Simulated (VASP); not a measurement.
# RbCl (Fm-3m) in VASP: settings compared, part 2 of 2

VASP 6.6.1. Earlier steps stand in the parts before.

## (3) Relaxation of cell and atoms, PBEsol

This run uses another cell than the first one, of 37.57 Å³/atom, 1.070 times its volume.

INCAR

```
SYSTEM = RbCl
  PREC = Accurate
  ENCUT = 500
  EDIFF = 1E-7
  ISMEAR = -1
  SIGMA = 0.02
  LREAL = .FALSE.
  LASPH = .TRUE.
  NELM = 120
  ALGO = Normal
  ISIF = 3
  LWAVE = .FALSE.
  LCHARG = .FALSE.
  GGA = PS
  IBRION = 2
  NSW = 80
  EDIFFG = -0.005
  GGA_COMPAT = .FALSE.
  NELMIN = 4
```

KPOINTS

```
Automatic mesh
0
G
  6 6 6
  0 0 0
```

POSCAR

```
RbCl
1.0
    0.0000000000      3.3491260046      3.3491260046
    3.3491260046      0.0000000000      3.3491260046
    3.3491260046      3.3491260046      0.0000000000
Rb Cl
1 1
Direct
    0.0000000000      0.0000000000      0.0000000000
    0.5000000000      0.5000000000      0.5000000000
```

Potentials or basis: VASP PAW PBE potentials, release 64 (Rb_sv, Cl).

Started as:

```sh
cat potpaw_PBE.64/Rb_sv/POTCAR potpaw_PBE.64/Cl/POTCAR > POTCAR
mpirun -np 1 vasp_std > vasp.out
```

OUTCAR:

```text
SYSTEM = RbCl
   PREC = Accurate
   ENCUT = 500
   EDIFF = 1E-7
   ISMEAR = -1
   LREAL = .FALSE.
   LASPH = .TRUE.
   NELM = 120
   ISIF = 3
   GGA = PS
   IBRION = 2
   NSW = 80
   EDIFFG = -0.005
   NELMIN = 4

 ion  position               nearest neighbor table
   1  0.000  0.000  0.000-   2 3.35   2 3.35   2 3.35   2 3.35   2 3.35   2 3.35
   2  0.500  0.500  0.500-   1 3.35   1 3.35   1 3.35   1 3.35   1 3.35   1 3.35

  LATTYP: Found a face centered cubic cell.
 ALAT       =     6.6982520092

  Lattice vectors:

 A1 = (   0.0000000000,   3.3491260046,   3.3491260046)
 A2 = (   3.3491260046,   0.0000000000,   3.3491260046)
 A3 = (   3.3491260046,   3.3491260046,   0.0000000000)

Analysis of symmetry for initial positions (statically):
[... 172 lines left out ...]
  -------------------------------------------------------------------------------------
  Total       -0.4513683     -0.4513683     -0.4513683     -0.0000000      0.0000000      0.0000000
  in kB       -9.6253639     -9.6253639     -9.6253639     -0.0000000      0.0000000      0.0000000
  external PRESSURE =      -9.6253639 kB  Pullay stress =       0.0000000 kB
[... 95 lines left out ...]
--------------------------------------- Ionic step        4  -------------------------------------------

 number of electron      16.0000001 magnetization

 Free energy of the ion-electron system (eV)
  ---------------------------------------------------
  ext. energy  EPLUGINS =         0.00000000
  ---------------------------------------------------
  free energy    TOTEN  =        -6.89541733 eV

  energy without entropy =       -6.89541733  energy(sigma->0) =       -6.89541733

 E-fermi :  -1.4398     XC(G=0):  -7.5937

 val. band max:       -1.8912916509   @ k =   0.0000   0.0000   0.0000
 cond. band min:       2.9988180988   @ k =   0.0000   0.0000   0.0000
 fundamental gap:      4.8901097497
 Fermi energy:        -1.4398367153

 k-point     1 :       0.0000    0.0000    0.0000
  band No.  band energies     occupation
      1     -25.7300      2.00000
      2     -13.8748      2.00000
      3      -9.7899      2.00000
      4      -9.7899      2.00000
      5      -9.7899      2.00000
      6      -1.8913      2.00000
      7      -1.8913      2.00000
      8      -1.8913      2.00000
      9       2.9988      0.00000
     10       6.0221      0.00000
     11       6.0221      0.00000
     12       6.0221      0.00000
[... 252 lines left out ...]
  FREE ENERGIE OF THE ION-ELECTRON SYSTEM (eV)
  ---------------------------------------------------
  free  energy   TOTEN  =        -6.8954173267 eV

  energy  without entropy=       -6.8954173267  energy(sigma->0) =       -6.89541733

 reached required accuracy - stopping structural energy minimisation
```

CONTCAR:

```text
RbCl
   1.00000000000000
    -0.0000000000000000    3.2731072286704195    3.2731072286704195
     3.2731072286704195    0.0000000000000000    3.2731072286704195
     3.2731072286704195    3.2731072286704195    0.0000000000000000
  Rb              Cl
     1     1
Direct
     1.0000000000000000    0.0000000000000000    0.0000000000000000
     0.5000000000000000    0.5000000000000000    0.5000000000000000

  0.00000000E+00  0.00000000E+00  0.00000000E+00
  0.00000000E+00  0.00000000E+00  0.00000000E+00
```

Wall time 36 s (1 thread of AMD EPYC 9R45 (Zen 5), shared host); peak memory 0.18 GiB.

What came out:

```
Free energy                            : -6.8954 eV
Relaxed volume                         : 35.07 Å³/atom
Relaxed cell                           : a = 4.629 Å, b = 4.629 Å, c = 4.629 Å, α = 60.00°, β = 60.00°, γ = 60.00°
Space group after relaxing (to 0.05 Å) : Fm-3m (No. 225)
Energy gained by relaxing              : 8.0 meV/atom
Ionic steps                            : 4
Pressure after relaxing                : 0.0 GPa
Band gap on the k mesh                 : 4.89 eV, direct
```

Step by step:
```tsv
step	energy change (eV)	largest force (eV/Å)	pressure (GPa)	volume (Å³)
1	0.0000	0.0000	-0.96	75.13
2	-0.0116	0.0000	-0.55	72.70
3	-0.0161	0.0000	-0.05	70.35
4	-0.0161	0.0000	0.00	70.13
```

Final structure:
```cif
data_structure
_symmetry_space_group_name_H-M 'P 1'
_symmetry_Int_Tables_number 1
_cell_length_a 4.6289
_cell_length_b 4.6289
_cell_length_c 4.6289
_cell_angle_alpha 60.000
_cell_angle_beta 60.000
_cell_angle_gamma 60.000
_cell_volume 70.13
loop_
_atom_site_label
_atom_site_type_symbol
_atom_site_fract_x
_atom_site_fract_y
_atom_site_fract_z
_atom_site_occupancy
Rb1 Rb 0.00000 0.00000 0.00000 1
Cl1 Cl 0.50000 0.50000 0.50000 1
```

Levels at points of the mesh, in eV from the valence-band top:
```csv
k point,band 5,band 6,band 7,band 8,band 9,band 10,band 11,band 12
"(0.00, 0.00, 0.00)",-7.90,0.00,0.00,0.00,4.89,7.91,7.91,7.91
"(0.50, 0.00, 0.00)",-7.87,-0.91,-0.36,-0.36,7.65,7.92,10.15,10.15
"(0.50, 0.50, 0.00)",-8.01,-0.33,-0.10,-0.10,6.07,8.01,9.65,10.04
```

Caveat: the PAW data sets were made with another functional, which shifts forces and pressure a little.
